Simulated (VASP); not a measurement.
# CoSi (P2_13) in VASP: further runs

Runs on CoSi. Level: r2SCAN. Tasks: single point.

Everything below comes from runs of VASP 6.6.1. Logs are shortened: lines on timing, memory, paths and dates and some standing lists are left out, and cuts for length are marked.

### 1 The cell of the first run

It takes space group P2_13 (No. 198, cubic). Conventional cell: a = 4.469 Å, b = 4.469 Å, c = 4.469 Å, α = 90.00°, β = 90.00°, γ = 90.00°. Within 3.1 Å of Co (site symmetry 3) lie 7 Si at 2.32 to 2.47 Å and 6 Co at 2.75 Å. Si (site symmetry 3) has 7 Co at 2.32 to 2.47 Å and 6 Si at 2.77 Å within 3.1 Å.

### 2 Single point, r2SCAN (11.16 Å³/atom)

File POSCAR:

```
CoSi
1.0
    4.4690221407      0.0000000000      0.0000000000
    0.0000000000      4.4690221407      0.0000000000
    0.0000000000      0.0000000000      4.4690221407
Co Si
4 4
Direct
    0.1430001306      0.1430001306      0.1430001306
    0.3569998694      0.8569998694      0.6430001306
    0.6430001306      0.3569998694      0.8569998694
    0.8569998694      0.6430001306      0.3569998694
    0.8427470909      0.8427470909      0.8427470909
    0.6572529091      0.1572529091      0.3427470909
    0.3427470909      0.6572529091      0.1572529091
    0.1572529091      0.3427470909      0.6572529091
```

File INCAR.step1:

```
SYSTEM = CoSi
  PREC = Accurate
  ENCUT = 520
  ISMEAR = 0
  SIGMA = 0.1
  LREAL = .False.
  LASPH = .True.
  NELM = 100
  NBANDS = 36
  GGA = PE
  ALGO = Normal
  EDIFF = 1E-4
  LWAVE = .True.
  LCHARG = .False.
```

File INCAR.step2:

```
SYSTEM = CoSi
  PREC = Accurate
  ENCUT = 520
  EDIFF = 1E-6
  ISMEAR = 0
  SIGMA = 0.1
  LREAL = .False.
  LASPH = .True.
  NELM = 100
  ALGO = Normal
  ISIF = 2
  LWAVE = .False.
  LCHARG = .True.
  METAGGA = R2SCAN
  LMIXTAU = .True.
  LELF = .True.
  LVHAR = .True.
  NBANDS = 36
  ISTART = 1
```

File KPOINTS:

```
Automatic mesh
0
Gamma
  8 8 8
  0 0 0
```

Potentials or basis: VASP PAW PBE potentials, release 64 (Co, Si).

Started as:

```sh
> cat potpaw_PBE.64/Co/POTCAR potpaw_PBE.64/Si/POTCAR > POTCAR
> cp INCAR.step1 INCAR
> mpirun -np 1 vasp_std > vasp.out
> cp INCAR.step2 INCAR
> mpirun -np 1 vasp_std > vasp.out
```

OUTCAR:

```text
SYSTEM = CoSi
   PREC = Accurate
   ENCUT = 520
   EDIFF = 1E-6
   ISMEAR = 0
   LREAL = .False.
   LASPH = .True.
   NELM = 100
   ISIF = 2
   METAGGA = R2SCAN
   ISTART = 1

 ion  position               nearest neighbor table
   1  0.143  0.143  0.143-   5 2.32   6 2.35   7 2.35   8 2.35   7 2.47   8 2.47   6 2.47   3 2.75
                             4 2.75   2 2.75   2 2.75   4 2.75   3 2.75
   2  0.357  0.857  0.643-   6 2.32   5 2.35   7 2.35   8 2.35   7 2.47   8 2.47   5 2.47   1 2.75
                             1 2.75   3 2.75   3 2.75   4 2.75   4 2.75
   3  0.643  0.357  0.857-   7 2.32   6 2.35   5 2.35   8 2.35   8 2.47   6 2.47   5 2.47   1 2.75
                             4 2.75   2 2.75   2 2.75   4 2.75   1 2.75
   4  0.857  0.643  0.357-   8 2.32   6 2.35   7 2.35   5 2.35   6 2.47   5 2.47   7 2.47   1 2.75
                             3 2.75   2 2.75   1 2.75   2 2.75   3 2.75
   5  0.843  0.843  0.843-   1 2.32   2 2.35   3 2.35   4 2.35   3 2.47   4 2.47   2 2.47   6 2.77
                             7 2.77   8 2.77   6 2.77   8 2.77   7 2.77
   6  0.657  0.157  0.343-   2 2.32   1 2.35   3 2.35   4 2.35   3 2.47   4 2.47   1 2.47   8 2.77
                             5 2.77   5 2.77   7 2.77   7 2.77   8 2.77
   7  0.343  0.657  0.157-   3 2.32   2 2.35   1 2.35   4 2.35   4 2.47   2 2.47   1 2.47   8 2.77
                             5 2.77   8 2.77   6 2.77   6 2.77   5 2.77
   8  0.157  0.343  0.657-   4 2.32   2 2.35   3 2.35   1 2.35   2 2.47   1 2.47   3 2.47   7 2.77
                             5 2.77   7 2.77   5 2.77   6 2.77   6 2.77

  LATTYP: Found a simple cubic cell.
 ALAT       =     4.4690221407

  Lattice vectors:

 A1 = (   4.4690221407,   0.0000000000,   0.0000000000)
 A2 = (   0.0000000000,   4.4690221407,   0.0000000000)
 A3 = (   0.0000000000,   0.0000000000,   4.4690221407)

Analysis of symmetry for initial positions (statically):
=====================================================================
 Subroutine PRICEL returns:
 Original cell was already a primitive cell.

 Routine SETGRP: Setting up the symmetry group for a
 simple cubic supercell.

 Subroutine GETGRP returns: Found 12 space group operations
 (whereof  3 operations were pure point group operations)
 out of a pool of 48 trial point group operations.

The static configuration has the point symmetry C_3 .
 The point group associated with its full space group is T   .

Analysis of symmetry for dynamics (positions and initial velocities):
=====================================================================
 Subroutine PRICEL returns:
 Original cell was already a primitive cell.

 Routine SETGRP: Setting up the symmetry group for a
 simple cubic supercell.

 Subroutine GETGRP returns: Found 12 space group operations
 (whereof  3 operations were pure point group operations)
 out of a pool of 48 trial point group operations.

The dynamic configuration has the point symmetry C_3 .
 The point group associated with its full space group is T   .

 Subroutine INISYM returns: Found 12 space group operations
 (whereof  3 operations are pure point group operations),
 and found     1 'primitive' translations

----------------------------------------------------------------------------------------

                                     Primitive cell

  volume of cell :      89.2560

  direct lattice vectors                    reciprocal lattice vectors
     4.469022141  0.000000000  0.000000000     0.223762597  0.000000000  0.000000000
     0.000000000  4.469022141  0.000000000     0.000000000  0.223762597  0.000000000
     0.000000000  0.000000000  4.469022141     0.000000000  0.000000000  0.223762597

  length of vectors
     4.469022141  4.469022141  4.469022141     0.223762597  0.223762597  0.223762597

  position of ions in fractional coordinates (direct lattice)
     0.143000131  0.143000131  0.143000131
     0.356999869  0.856999869  0.643000131
     0.643000131  0.356999869  0.856999869
     0.856999869  0.643000131  0.356999869
     0.842747091  0.842747091  0.842747091
     0.657252909  0.157252909  0.342747091
     0.342747091  0.657252909  0.157252909
     0.157252909  0.342747091  0.657252909

  ion indices of the primitive-cell ions
   primitive index   ion index
                 1           1
                 2           2
                 3           3
                 4           4
                 5           5
                 6           6
                 7           7
                 8           8

----------------------------------------------------------------------------------------

 KPOINTS: Automatic mesh

Automatic generation of k-mesh.
 Grid dimensions read from file:
 generate k-points for:    8    8    8

 Generating k-lattice:

  Cartesian coordinates                     Fractional coordinates (reciprocal lattice)
     0.027970325  0.000000000  0.000000000     0.125000000  0.000000000  0.000000000
     0.000000000  0.027970325  0.000000000     0.000000000  0.125000000  0.000000000
     0.000000000  0.000000000  0.027970325     0.000000000  0.000000000  0.125000000

  Length of vectors
     0.027970325  0.027970325  0.027970325

  Shift w.r.t. Gamma in fractional coordinates (k-lattice)
     0.000000000  0.000000000  0.000000000

 Subroutine IBZKPT returns following result:
 ===========================================

 Found     45 irreducible k-points:

 Following reciprocal coordinates:
            Coordinates               Weight
  0.000000  0.000000  0.000000      1.000000
  0.125000  0.000000  0.000000      6.000000
  0.250000  0.000000  0.000000      6.000000
  0.375000  0.000000  0.000000      6.000000
  0.500000  0.000000  0.000000      3.000000
  0.125000  0.125000  0.000000     12.000000
[... 16 lines left out ...]
  0.250000  0.125000  0.125000     24.000000
  0.375000  0.125000  0.125000     24.000000
 [... further k-points ...]
   k-points           NKPTS =     45   k-points in BZ     NKDIM =     45   number of bands    NBANDS=     36
   number of dos      NEDOS =    301   number of ions     NIONS =      8
   total plane-waves  NPLWV =  46656
   dimension x,y,z NGX =    36 NGY =   36 NGZ =   36
   dimension x,y,z NGXF=    72 NGYF=   72 NGZF=   72
   ions per type =               4   4
   NGX,Y,Z   is equivalent  to a cutoff of  13.39, 13.39, 13.39 a.u.
   NGXF,Y,Z  is equivalent  to a cutoff of  26.78, 26.78, 26.78 a.u.
 SYSTEM =  CoSi
   PREC   = accura    normal or accurate (medium, high low for compatibility)
   ISTART =      1    job   : 0-new  1-cont  2-samecut
   ICHARG =      0    charge: 1-file 2-atom 10-const
   ISPIN  =      1    spin polarized calculation?
   LNONCOLLINEAR =      F non collinear calculations
   LSORBIT =      F    spin-orbit coupling
   LASPH  =      T    aspherical Exc in radial PAW
   ENCUT  =  520.0 eV  38.22 Ry    6.18 a.u.   8.31  8.31  8.31*2*pi/ulx,y,z
   NELM   =    100;   NELMIN=  2; NELMDL=  0     # of ELM steps
   EDIFF  = 0.1E-05   stopping-criterion for ELM
   LREAL  =      F    real-space projection
[... 7 lines left out ...]
   TEBEG  =    0.0;   TEEND  =   0.0 temperature during run
   PSTRESS=    0.0 pullay stress
   NELECT =      52.0000    total number of electrons
   NUPDOWN=      -1.0000    fix difference up-down
   EMIN   =  10.00;   EMAX   =-10.00  energy-range for DOS
   EFERMI =   0.00;   METHOD = LEGACY
   ISMEAR =     0;   SIGMA  =   0.10  broadening in eV -4-tet -1-fermi 0-gaus
   EFERMI_NEDOS =   21; number of points for ismear=-14 and -15
   IALGO  =     38    algorithm
   IMIX   =      4    mixing-type and parameters
     AMIX     =   0.40;   BMIX     =  1.00
     AMIX_MAG =   1.60;   BMIX_MAG =  1.00
  volume/ion in A,a.u.               =      11.16        75.29
  Fermi-wavevector in a.u.,A,eV,Ry     =   1.367299  2.583820 25.436174  1.869506
  Thomas-Fermi vector in A             =   2.493364
   LORBIT       =      0    0 simple, 1 ext, 2 COOP (PROOUT), +10 PAW based schemes
   METAGGA = R2SCAN    functional components
   LHFCALC =     F    Hartree Fock is set to
   AEXX    =    0.0000 exact exchange contribution
   IVDW    =     0    specifies the selected vdW correction
   LEPSILON=     F    determine dielectric tensor
   LRPA    =     F    only Hartree local field effects (RPA)
 non-spin polarized calculation
 Gauss-broadening in eV      SIGMA  =   0.10
  energy-cutoff  :      520.00
  volume of cell :       89.26
 maximum number of plane-waves:      2469
 NGX is ok and might be reduce to    36
   NGX = 17   NGY = 17   NGZ = 17

 number of electron      52.0000009 magnetization

 Free energy of the ion-electron system (eV)
  ---------------------------------------------------
  ext. energy  EPLUGINS =         0.00000000
  ---------------------------------------------------
  free energy    TOTEN  =       -91.76212527 eV

  energy without entropy =      -91.75548068  energy(sigma->0) =      -91.75880297

 E-fermi :  11.6655     XC(G=0): -13.7569

 val. band max:       11.6566410694   @ k =   0.5000   0.5000   0.3750
 cond. band min:      11.7918779101   @ k =   0.5000   0.3750   0.3750
 fundamental gap:      0.1352368407
 Fermi energy:        11.6654767471

 k-point     1 :       0.0000    0.0000    0.0000
  band No.  band energies     occupation
      1      -2.5628      2.00000
      2       3.1683      2.00000
      3       3.1683      2.00000
      4       3.1683      2.00000
      5       5.9454      2.00000
      6       5.9454      2.00000
[... 28 lines left out ...]
     35      15.2508      0.00000
     36      16.7363      0.00000

 k-point     2 :       0.1250    0.0000    0.0000
  band No.  band energies     occupation
      1      -2.4424      2.00000
      2       2.3310      2.00000
      3       3.2474      2.00000
      4       3.7716      2.00000
      5       5.4907      2.00000
      6       6.0173      2.00000
[... 28 lines left out ...]
     35      15.7311      0.00000
     36      17.1423      0.00000
[... 817 lines left out ...]
     35      16.3001      0.00000
     36      16.8940      0.00000

 k-point    24 :       0.3750    0.1250    0.1250
  band No.  band energies     occupation
      1      -1.2722      2.00000
      2       0.4345      2.00000
      3       3.1981      2.00000
      4       4.1950      2.00000
      5       5.0565      2.00000
      6       5.8362      2.00000
[... 28 lines left out ...]
     35      16.6476      0.00000
     36      17.4798      0.00000

 [... further k-points ...]

------------------------ aborting loop because EDIFF is reached ----------------------------------------

  FORCE on cell =-STRESS in cart. coord.  units (eV):
  Direction    XX          YY          ZZ          XY          YZ          ZX
  --------------------------------------------------------------------------------------
  -------------------------------------------------------------------------------------
  Total       -6.8831202     -6.8831202     -6.8831202     -0.0000000      0.0000000      0.0000000
  in kB     -123.5544577   -123.5544577   -123.5544577     -0.0000000      0.0000000      0.0000000
  external PRESSURE =    -123.5544577 kB  Pullay stress =       0.0000000 kB

 VOLUME and BASIS-vectors are now :
 -----------------------------------------------------------------------------
  energy-cutoff  :      520.00
  volume of cell :       89.26
      direct lattice vectors                 reciprocal lattice vectors
     4.469022141  0.000000000  0.000000000     0.223762597  0.000000000  0.000000000
     0.000000000  4.469022141  0.000000000     0.000000000  0.223762597  0.000000000
     0.000000000  0.000000000  4.469022141     0.000000000  0.000000000  0.223762597

 POSITION                                       TOTAL-FORCE (eV/Angst)
 -----------------------------------------------------------------------------------
      0.63907      0.63907      0.63907         0.005858      0.005858      0.005858
      1.59544      3.82995      2.87358        -0.005858     -0.005858      0.005858
      2.87358      1.59544      3.82995         0.005858     -0.005858     -0.005858
      3.82995      2.87358      1.59544        -0.005858      0.005858     -0.005858
      3.76626      3.76626      3.76626        -0.004582     -0.004582     -0.004582
      2.93728      0.70277      1.53174         0.004582      0.004582     -0.004582
      1.53174      2.93728      0.70277        -0.004582      0.004582      0.004582
      0.70277      1.53174      2.93728         0.004582     -0.004582      0.004582
 -----------------------------------------------------------------------------------
    total drift:                               -0.000000      0.000000      0.000000

  FREE ENERGIE OF THE ION-ELECTRON SYSTEM (eV)
  ---------------------------------------------------
  free  energy   TOTEN  =       -91.7621252681 eV

  energy  without entropy=      -91.7554806788  energy(sigma->0) =      -91.75880297
```

It took 11 min on 1 thread of Intel Xeon 8259CL, shared host; peak memory 0.29 GiB.

Results:

* Free energy: -91.7621 eV
* Pressure: -12.4 GPa
* Largest force: 0.010 eV/Å
* Band gap on the k mesh: zero (bands 26 and 27 overlap by 0.18 eV)

Forces in eV/Å, atoms in the order of the input:
```
Co   0.006  0.006  0.006
Co  -0.006 -0.006  0.006
Co   0.006 -0.006 -0.006
Co  -0.006  0.006 -0.006
Si  -0.005 -0.005 -0.005
Si   0.005  0.005 -0.005
Si  -0.005  0.005  0.005
Si   0.005 -0.005  0.005
```

Levels at points of the mesh, in eV from the Fermi level:
```tsv
k point	band 22	band 23	band 24	band 25	band 26	band 27	band 28	band 29	band 30	band 31
(0.00, 0.00, 0.00)	-0.97	-0.84	-0.84	-0.03	-0.03	-0.03	2.55	2.55	2.55	2.95
(0.50, 0.00, 0.00)	-1.09	-0.71	-0.71	-0.49	-0.49	0.99	0.99	1.48	1.48	4.36
(0.50, 0.50, 0.00)	-1.54	-1.06	-1.06	-0.06	-0.06	0.58	0.58	2.03	2.03	2.52
(0.50, 0.50, 0.50)	-1.26	-1.26	-1.26	-0.22	-0.22	-0.22	-0.22	5.63	5.63	5.63
```

Caveat: the cell stands under tension; the PAW data sets were made with another functional, which shifts forces and pressure a little; the run has no spin polarisation, though such a crystal can be magnetic. Spin polarisation is off, so any magnetic state and its effect on volume and gap are missing.

(Part 1 of 2 ends here.)

The gap in the log of VASP goes by the Fermi energy; the results here count the filled bands.